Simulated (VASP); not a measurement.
Here is a VASP 6.6.1 calculation.

The input INCAR:

```
PREC = Accurate ; ENCUT = 520
EDIFF = 1E-6 ; ISMEAR = 0
SIGMA = 0.02 ; LREAL = F
LASPH = T ; NELM = 80
ALGO = Normal ; ISIF = 2
LWAVE = F ; LCHARG = T
GGA = PE ; LELF = T
LVHAR = T ; NBANDS = 11
```

The input KPOINTS:

```
regular mesh
0
Gamma
  12 12 12
```

The input POSCAR:

```
BN
1.0
    0.0000000000      1.7113279039      1.7113279039
    1.8201079639      0.0000000000      1.7113279039
    1.8201079639      1.7113279039      0.0000000000
B N
1 1
Direct
    0.0000000000      0.0000000000      0.0000000000
    0.7500000000      0.7500000000      0.7500000000
```

Potentials or basis: VASP PAW PBE potentials, release 64 (B, N).

Run with:

```console
$ cat potpaw_PBE.64/B/POTCAR potpaw_PBE.64/N/POTCAR > POTCAR
$ mpirun -np 1 vasp_std > vasp.out
```

Task: Estimate the band gap on the k mesh.

Result: 3.95 eV, indirect (least direct gap 8.96 eV).

Task: What does it give for the pressure?

Result: 50.7 GPa.

Stress tensor (GPa, compression positive):
```
20.43  0.00  0.00
 0.00 65.86  0.00
 0.00  0.00 65.86
```

Caveat: the cell differs from its parent crystal (strained). A k mesh can miss the band edges.
